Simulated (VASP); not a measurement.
SiO2: electric field gradients with PBE

The system is SiO2.

```
CELL_PARAMETERS angstrom
0.00000 4.98200 6.96300
4.98200 0.00000 6.96300
4.98200 4.98200 0.00000
ATOMIC_POSITIONS crystal
Si 0.00000 0.00000 0.30390
Si 0.50000 0.50000 0.80390
Si 0.42890 0.82110 0.37500
Si 0.92890 0.32110 0.87500
Si 0.25000 0.25000 0.44610
Si 0.75000 0.75000 0.94610
Si 0.07110 0.67890 0.12500
Si 0.57110 0.17890 0.62500
O 0.03019 0.15355 0.08377
O 0.53019 0.65355 0.58377
O 0.39251 0.04123 0.34481
O 0.89251 0.54123 0.84481
O 0.40355 0.28019 0.48249
O 0.90355 0.78019 0.98249
O 0.29123 0.64251 0.97145
O 0.79123 0.14251 0.47145
O 0.10749 0.45877 0.27855
O 0.60749 0.95877 0.77855
O 0.09645 0.21981 0.66623
O 0.59645 0.71981 0.16623
O 0.20877 0.85749 0.40519
O 0.70877 0.35749 0.90519
O 0.46981 0.34645 0.76751
O 0.96981 0.84645 0.26751
```

- Program: VASP 6.6.1
- Task: electric field gradients
- Functional: PBE
- Potentials or basis: VASP PAW PBE potentials, release 64 (Si, O)
- Cutoff: 520 eV
- k mesh: 3 × 3 × 3
- Occupations: gaussian, width 0.01 eV
- Spin: no spin polarisation
- Dipole correction: no
- Further INCAR settings: ALGO = Normal; EDIFF = 1e-08; NBANDS = 82

```json
{
  "Pressure": "1.2 GPa",
  "Largest force": "0.030 eV/Å",
  "Band gap on the k mesh": "5.61 eV",
  "Largest electric field gradient by atom": "Si -4.0; O +91.1 V/Å²"
}
```

Forces on the atoms (eV/Å):
```
Si   0.022  0.022  0.000
Si   0.022  0.022  0.000
Si  -0.022  0.022  0.000
Si  -0.022  0.022  0.000
Si  -0.022 -0.022  0.000
Si  -0.022 -0.022  0.000
Si   0.022 -0.022  0.000
Si   0.022 -0.022  0.000
O    0.000 -0.004 -0.001
O    0.000 -0.004 -0.001
O    0.004  0.000 -0.001
O    0.004  0.000 -0.001
O    0.000  0.004 -0.001
O    0.000  0.004 -0.001
O   -0.004  0.000 -0.001
O   -0.004  0.000 -0.001
O    0.000  0.004  0.001
O    0.000  0.004  0.001
O    0.004  0.000  0.001
O    0.004  0.000  0.001
O    0.000 -0.004  0.001
O    0.000 -0.004  0.001
O   -0.004  0.000  0.001
O   -0.004  0.000  0.001
```

Stress tensor (GPa, compression positive):
```
1.35 0.00 0.00
0.00 1.35 0.00
0.00 0.00 0.86
```

Levels at points of the mesh, in eV from the valence-band top:
```csv
k point,band 60,band 61,band 62,band 63,band 64,band 65,band 66,band 67,band 68,band 69
"(0.00, 0.00, 0.00)",-0.58,-0.58,-0.33,-0.33,0.00,5.61,8.75,8.75,9.10,9.10
```

Electric field gradients, principal values (V/Å²):
```csv
atom,least,middle,greatest (by size)
1 Si,0.578,3.438,-4.016
2 Si,0.578,3.438,-4.016
3 Si,0.577,3.438,-4.015
4 Si,0.577,3.438,-4.015
5 Si,0.578,3.438,-4.016
6 Si,0.578,3.438,-4.016
7 Si,0.578,3.438,-4.016
8 Si,0.578,3.438,-4.016
9 O,-36.825,-54.249,91.074
10 O,-36.825,-54.249,91.074
11 O,-36.829,-54.247,91.076
12 O,-36.829,-54.247,91.076
13 O,-36.829,-54.248,91.077
14 O,-36.829,-54.248,91.077
15 O,-36.824,-54.249,91.073
16 O,-36.824,-54.249,91.073
17 O,-36.824,-54.249,91.073
18 O,-36.824,-54.249,91.073
19 O,-36.825,-54.249,91.074
20 O,-36.825,-54.249,91.074
21 O,-36.829,-54.247,91.076
22 O,-36.829,-54.247,91.076
23 O,-36.829,-54.248,91.077
24 O,-36.829,-54.248,91.077
```

Wall time 4.7 min on 1 thread of Intel(R) Xeon(R) Platinum 8259CL CPU @ 2.50GHz (Skylake/Cascade Lake), on a shared host, peak memory 0.55 GiB.

Caveat: without QUAD_EFG the Cq values of the log hold for a quadrupole moment of 1 mb, not for the nuclei.
